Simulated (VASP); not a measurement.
# TiTe2 (P-3m1) in VASP: notebook

TiTe2 is run at these levels: PBEsol, PBE, r2SCAN; tasks: single point.

Everything below comes from runs of VASP 6.6.1. Logs are shortened: lines on timing, memory, paths and dates and some standing lists are left out, and cuts for length are marked.

## 1. The cell of the first run

The structure is trigonal, space group P-3m1 (No. 164). The conventional cell has a = 3.700 Å, b = 3.700 Å, c = 6.433 Å, α = 90.00°, β = 90.00°, γ = 120.00°. Ti (site symmetry -3m) has 6 Te at 2.74 Å and 6 Ti at 3.70 Å within 3.7 Å. Te (site symmetry 3m) has 3 Ti at 2.74 Å and 9 Te at 3.68 to 3.70 Å within 3.7 Å.

## 2. Single point, PBEsol

Input file INCAR:

```
PREC     = Accurate       # precision mode
ENCUT    = 520            # plane-wave cutoff, eV
EDIFF    = 1E-7           # SCF threshold, eV
ISMEAR   = -1             # smearing method
SIGMA    = 0.1            # smearing width, eV
LREAL    = False          # projectors in reciprocal space
LASPH    = True           # aspherical terms in the spheres
NELM     = 60             # most SCF steps
ALGO     = Normal         # electronic algorithm
ISIF     = 2              # what is computed and relaxed
LWAVE    = False          # write WAVECAR
LCHARG   = False          # write CHGCAR
GGA      = PS             # functional
NBANDS   = 19             # bands
```

Input file KPOINTS:

```
regular mesh
0
Gamma
  10 10 5
```

Input file POSCAR:

```
TiTe2
1.0
    3.6995608097      0.0000000000      0.0000000000
   -1.8497804049      3.2039136441      0.0000000000
    0.0000000000      0.0000000000      6.4330973352
Ti Te
1 2
Direct
    0.0000000000      0.0000000000      0.0000000000
    0.6666666667      0.3333333333      0.2674329290
    0.3333333333      0.6666666667      0.7325670710
```

Potentials or basis: VASP PAW PBE potentials, release 64 (Ti_sv, Te).

On the command line:

```console
> cat potpaw_PBE.64/Ti_sv/POTCAR potpaw_PBE.64/Te/POTCAR > POTCAR
> mpirun -np 1 vasp_std > vasp.out
```

OUTCAR:

```text
PREC = Accurate
   ENCUT = 520
   EDIFF = 1E-7
   ISMEAR = -1
   LREAL = False
   LASPH = True
   NELM = 60
   ISIF = 2
   GGA = PS

 ion  position               nearest neighbor table
   1  0.000  0.000  0.000-   2 2.74   3 2.74   2 2.74   3 2.74   2 2.74   3 2.74
   2  0.667  0.333  0.267-   1 2.74   1 2.74   1 2.74   3 3.68   3 3.68   3 3.68
   3  0.333  0.667  0.733-   1 2.74   1 2.74   1 2.74   2 3.68   2 3.68   2 3.68

  LATTYP: Found a hexagonal cell.
 ALAT       =     3.6995608097
 C/A-ratio  =     1.7388813608

  Lattice vectors:

 A1 = (   3.6995608097,   0.0000000000,   0.0000000000)
 A2 = (  -1.8497804049,   3.2039136441,   0.0000000000)
 A3 = (   0.0000000000,   0.0000000000,   6.4330973352)

Analysis of symmetry for initial positions (statically):
=====================================================================
 Subroutine PRICEL returns:
 Original cell was already a primitive cell.

 Routine SETGRP: Setting up the symmetry group for a
 hexagonal supercell.

 Subroutine GETGRP returns: Found 12 space group operations
 (whereof 12 operations were pure point group operations)
 out of a pool of 24 trial point group operations.

The static configuration has the point symmetry D_3d.

Analysis of symmetry for dynamics (positions and initial velocities):
=====================================================================
 Subroutine PRICEL returns:
 Original cell was already a primitive cell.

 Routine SETGRP: Setting up the symmetry group for a
 hexagonal supercell.

 Subroutine GETGRP returns: Found 12 space group operations
 (whereof 12 operations were pure point group operations)
 out of a pool of 24 trial point group operations.

The dynamic configuration has the point symmetry D_3d.

 Subroutine INISYM returns: Found 12 space group operations
 (whereof 12 operations are pure point group operations),
 and found     1 'primitive' translations

----------------------------------------------------------------------------------------

                                     Primitive cell

  volume of cell :      76.2520

  direct lattice vectors                    reciprocal lattice vectors
     3.699560810  0.000000000  0.000000000     0.270302355  0.156059138  0.000000000
    -1.849780405  3.203913644  0.000000000     0.000000000  0.312118275  0.000000000
     0.000000000  0.000000000  6.433097335     0.000000000  0.000000000  0.155446117

  length of vectors
[... 83 lines left out ...]
   NELM   =     60;   NELMIN=  2; NELMDL= -5     # of ELM steps
   EDIFF  = 0.1E-06   stopping-criterion for ELM
   LREAL  =      F    real-space projection
   EDIFFG = 0.1E-05   stopping-criterion for IOM
   NSW    =      0    number of steps for IOM
   IBRION =     -1    ionic relax: 0-MD 1-quasi-New 2-CG
   NFREE  =      0    steps in history (QN), initial steepest desc. (CG)
   ISIF   =      2    stress and relaxation
   ISYM   =      2    0-nonsym 1-usesym 2-fastsym
   POTIM  = 0.5000    time-step for ionic-motion
   TEBEG  =    0.0;   TEEND  =   0.0 temperature during run
   PSTRESS=    0.0 pullay stress
   NELECT =      24.0000    total number of electrons
   NUPDOWN=      -1.0000    fix difference up-down
   EMIN   =  10.00;   EMAX   =-10.00  energy-range for DOS
   EFERMI =   0.00;   METHOD = LEGACY
   ISMEAR =    -1;   SIGMA  =   0.10  broadening in eV -4-tet -1-fermi 0-gaus
   EFERMI_NEDOS =   21; number of points for ismear=-14 and -15
   IALGO  =     38    algorithm
   IMIX   =      4    mixing-type and parameters
     AMIX     =   0.40;   BMIX     =  1.00
     AMIX_MAG =   1.60;   BMIX_MAG =  1.00
  volume/ion in A,a.u.               =      25.42       171.52
  Fermi-wavevector in a.u.,A,eV,Ry     =   1.113597  2.104394 16.872574  1.240099
  Thomas-Fermi vector in A             =   2.250184
   LORBIT       =      0    0 simple, 1 ext, 2 COOP (PROOUT), +10 PAW based schemes
   GGA     = PS    functional components
   LHFCALC =     F    Hartree Fock is set to
   AEXX    =    0.0000 exact exchange contribution
   IVDW    =     0    specifies the selected vdW correction
   LEPSILON=     F    determine dielectric tensor
   LRPA    =     F    only Hartree local field effects (RPA)
 non-spin polarized calculation
  energy-cutoff  :      520.00
  volume of cell :       76.25
 maximum number of plane-waves:      2070
   NGX = 13   NGY = 13   NGZ = 23

 number of electron      24.0000001 magnetization

 Free energy of the ion-electron system (eV)
  ---------------------------------------------------
  ext. energy  EPLUGINS =         0.00000000
  ---------------------------------------------------
  free energy    TOTEN  =       -17.56491466 eV

  energy without entropy =      -17.52104189  energy(sigma->0) =      -17.54297828

 E-fermi :   7.3070     XC(G=0): -10.2543

 val. band max:        7.2905360487   @ k =   0.5000   0.0000   0.0000
 cond. band min:       7.3176937700   @ k =   0.0000   0.1000   0.4000
 fundamental gap:      0.0271577213
 Fermi energy:         7.3070225478

 k-point     1 :       0.0000    0.0000    0.0000
  band No.  band energies     occupation
      1     -49.7925      2.00000
      2     -26.1579      2.00000
      3     -26.1579      2.00000
      4     -26.1282      2.00000
      5      -5.3974      2.00000
      6      -3.7647      2.00000
[... 505 lines left out ...]
      6      -3.1871      2.00000
[... 11 lines left out ...]
     18      11.9623      0.00000
     19      12.7187      0.00000

 [... further k-points ...]

------------------------ aborting loop because EDIFF is reached ----------------------------------------

  FORCE on cell =-STRESS in cart. coord.  units (eV):
  Direction    XX          YY          ZZ          XY          YZ          ZX
  --------------------------------------------------------------------------------------
  -------------------------------------------------------------------------------------
  Total        0.0240775      0.0240775      0.0314962     -0.0000000      0.0000000      0.0000000
  in kB        0.5059074      0.5059074      0.6617863     -0.0000000      0.0000000      0.0000000
  external PRESSURE =       0.5578670 kB  Pullay stress =       0.0000000 kB

 VOLUME and BASIS-vectors are now :
 -----------------------------------------------------------------------------
  energy-cutoff  :      520.00
  volume of cell :       76.25
      direct lattice vectors                 reciprocal lattice vectors
     3.699560810  0.000000000  0.000000000     0.270302355  0.156059138  0.000000000
    -1.849780405  3.203913644  0.000000000     0.000000000  0.312118275  0.000000000
     0.000000000  0.000000000  6.433097335     0.000000000  0.000000000  0.155446117

 POSITION                                       TOTAL-FORCE (eV/Angst)
 -----------------------------------------------------------------------------------
      0.00000      0.00000      0.00000        -0.000000      0.000000      0.000000
      1.84978      1.06797      1.72042         0.000000     -0.000000      0.020581
     -0.00000      2.13594      4.71268        -0.000000      0.000000     -0.020581
 -----------------------------------------------------------------------------------
    total drift:                                0.000000      0.000000      0.000000

  FREE ENERGIE OF THE ION-ELECTRON SYSTEM (eV)
  ---------------------------------------------------
  free  energy   TOTEN  =       -17.5649146594 eV

  energy  without entropy=      -17.5210418917  energy(sigma->0) =      -17.54297828
```

stdout:

```text
POSCAR found type information on POSCAR TiTe
 POSCAR found :  2 types and       3 ions
 scaLAPACK will be used
 -----------------------------------------------------------------------------
|                                                                             |
|                                                                             |
|     You enforced a specific xc type in the INCAR file but a different       |
|     I HOPE YOU KNOW WHAT YOU ARE DOING!                                     |
|                                                                             |
 -----------------------------------------------------------------------------

 LDA part: xc-table for (Slater+PW92), standard interpolation
 POSCAR, INCAR and KPOINTS ok, starting setup
 FFT: planning ... GRIDC
 FFT: planning ... GRID_SOFT
 FFT: planning ... GRID
 WAVECAR not read
 entering main loop
```

It took 1.8 min on 1 thread of Intel Xeon 8259CL, shared host; peak memory 0.24 GiB.

What came out:

```
Free energy            : -17.5649 eV
Pressure               : 0.1 GPa
Largest force          : 0.021 eV/Å
Band gap on the k mesh : zero (bands 12 and 13 overlap by 0.76 eV)
```

Forces in eV/Å, atoms in the order of the input:
```
Ti   0.000  0.000  0.000
Te   0.000  0.000  0.021
Te   0.000  0.000 -0.021
```

Levels at points of the mesh, in eV from the Fermi level:
```tsv
k point	band 10	band 11	band 12	band 13	band 14	band 15
(0.00, 0.00, 0.00)	0.26	0.46	0.46	0.65	1.30	1.30
(0.50, 0.00, 0.00)	-2.50	-1.71	-1.10	-0.02	1.30	1.65
```

Caveat: the PAW data sets were made with another functional, which shifts forces and pressure a little; spin-orbit coupling is left out, which moves the levels of the heavy elements; this functional lacks dispersion, which binds the layers, so the pressure and a relaxed spacing across them are unreliable.

## 3. Single point, PBE

This run uses another cell than the first one, of 28.18 Å³/atom.

Input file INCAR:

```
SYSTEM = TiTe2
PREC     = Accurate       ! precision mode
ENCUT    = 520            ! plane-wave cutoff, eV
EDIFF    = 1E-6           ! SCF threshold, eV
ISMEAR   = -1             ! smearing method
SIGMA    = 0.1            ! smearing width, eV
LREAL    = .FALSE.        ! projectors in reciprocal space
LASPH    = .TRUE.         ! aspherical terms in the spheres
NELM     = 100            ! most SCF steps
ALGO     = Normal         ! electronic algorithm
ISIF     = 2              ! what is computed and relaxed
LWAVE    = .FALSE.        ! write WAVECAR
LCHARG   = .FALSE.        ! write CHGCAR
GGA      = PE             ! functional
NBANDS   = 19             ! bands
```

Input file KPOINTS:

```
Automatic mesh
0
G
  10 10 5
  0 0 0
```

Input file POSCAR:

```
TiTe2
1.0
    3.7730134106      0.0000000000      0.0000000000
   -1.8865067053      3.2675254624      0.0000000000
    0.0000000000      0.0000000000      6.8571089714
Ti Te
1 2
Direct
    0.0000000000      0.0000000000      0.0000000000
    0.6666666667      0.3333333333      0.2519963187
    0.3333333333      0.6666666667      0.7480036813
```

Potentials or basis: VASP PAW PBE potentials, release 64 (Ti_sv, Te).

On the command line:

```console
> cat potpaw_PBE.64/Ti_sv/POTCAR potpaw_PBE.64/Te/POTCAR > POTCAR
> mpirun -np 1 vasp_std > vasp.out
```

It took 2 min on 1 thread of Intel Xeon 8259CL, shared host; peak memory 0.25 GiB.

It converged, with:

- Free energy: -16.2433 eV
- Pressure: 0.0 GPa
- Largest force: 0.011 eV/Å
- Band gap on the k mesh: zero (bands 12 and 13 overlap by 0.61 eV)

Forces in eV/Å, atoms in the order of the input:
```
Ti   0.000  0.000  0.000
Te   0.000  0.000  0.011
Te   0.000  0.000 -0.011
```

Levels at points of the mesh, in eV from the Fermi level:
```tsv
k point	band 9	band 10	band 11	band 12	band 13	band 14	band 15	band 16
(0.00, 0.00, 0.00)	-1.56	0.07	0.34	0.42	0.42	1.11	1.11	3.18
(0.50, 0.00, 0.00)	-2.43	-2.32	-1.72	-0.91	0.02	1.17	1.50	2.48
```

Caveat: spin-orbit coupling is left out, which moves the levels of the heavy elements; this functional lacks dispersion, which binds the layers, so the pressure and a relaxed spacing across them are unreliable.

## 4. Single point, r2SCAN

This run uses another cell than the first one, of 28.61 Å³/atom.

Input file POSCAR:

```
TiTe2
1.0
    3.8060080616      0.0000000000      0.0000000000
   -1.9030040308      3.2960996684      0.0000000000
    0.0000000000      0.0000000000      6.8419517740
Ti Te
1 2
Direct
    0.0000000000      0.0000000000      0.0000000000
    0.6666666667      0.3333333333      0.2478209815
    0.3333333333      0.6666666667      0.7521790185
```

Input file INCAR.step1:

```
SYSTEM = TiTe2
  PREC = Accurate
  ENCUT = 520
  ISMEAR = -1
  SIGMA = 0.1
  LREAL = .FALSE.
  LASPH = .TRUE.
  NELM = 80
  NBANDS = 19
  GGA = PE
  ALGO = Normal
  EDIFF = 1E-4
  LWAVE = .TRUE.
  LCHARG = .FALSE.
```

Input file INCAR.step2:

```
SYSTEM = TiTe2
  PREC = Accurate
  ENCUT = 520
  EDIFF = 1E-7
  ISMEAR = -1
  SIGMA = 0.1
  LREAL = .FALSE.
  LASPH = .TRUE.
  NELM = 80
  ALGO = Normal
  ISIF = 2
  LWAVE = .FALSE.
  LCHARG = .FALSE.
  METAGGA = R2SCAN
  LMIXTAU = .TRUE.
  NBANDS = 19
  ISTART = 1
```

KPOINTS is that of step 3.

On the command line:

```console
> cat potpaw_PBE.64/Ti_sv/POTCAR potpaw_PBE.64/Te/POTCAR > POTCAR
> cp INCAR.step1 INCAR
> mpirun -np 1 vasp_std > vasp.out
> cp INCAR.step2 INCAR
> mpirun -np 1 vasp_std > vasp.out
```

Wall time 8.7 min (1 thread of Intel Xeon 8259CL, shared host); peak memory 0.27 GiB.

It converged, with:

- Free energy: -66.3103 eV
- Pressure: 0.1 GPa
- Largest force: 0.014 eV/Å
- Band gap on the k mesh: zero (bands 12 and 13 overlap by 0.49 eV)

Forces on the atoms (eV/Å):
```
Ti   0.000  0.000  0.000
Te   0.000  0.000  0.014
Te   0.000  0.000 -0.014
```

Levels at points of the mesh, in eV from the Fermi level:
| k point | band 10 | band 11 | band 12 | band 13 | band 14 | band 15 |
| --- | --- | --- | --- | --- | --- | --- |
| (0.00, 0.00, 0.00) | -0.03 | 0.40 | 0.40 | 0.51 | 0.89 | 0.89 |
| (0.50, 0.00, 0.00) | -2.50 | -2.06 | -1.19 | 0.09 | 1.17 | 1.55 |

Caveat: the PAW data sets were made with another functional, which shifts forces and pressure a little; spin-orbit coupling is left out, which moves the levels of the heavy elements.

## 5. The runs side by side

| level | cell | gap on the mesh (eV) | pressure (GPa) | largest force (eV/Å) |
| --- | --- | --- | --- | --- |
| PBEsol | a = 3.700, b = 3.700, c = 6.433 Å, angles 90.0, 90.0, 120.0°, 3 atoms, atomic positions A | none | 0.1 | 0.02 |
| PBE | a = 3.773, b = 3.773, c = 6.857 Å, angles 90.0, 90.0, 120.0°, 3 atoms, atomic positions B | none | 0.0 | 0.01 |
| r2SCAN | a = 3.806, b = 3.806, c = 6.842 Å, angles 90.0, 90.0, 120.0°, 3 atoms, atomic positions C | none | 0.1 | 0.01 |

Alike in all rows: task single point; potentials or basis VASP PAW PBE potentials, release 64 (Ti_sv, Te); no spin polarisation; k mesh 10 × 10 × 5; cutoff (eV) 520; smearing fermi-dirac 0.1 eV.

Caveats: spin-orbit coupling is left out, which moves the levels of the heavy elements; the PAW data sets were made with another functional, which shifts forces and pressure a little (at least some runs); this functional lacks dispersion, which binds the layers, so the pressure and a relaxed spacing across them are unreliable (at least some runs).

Total energies depend on the potentials used, so only differences within one code and one set of settings carry meaning.
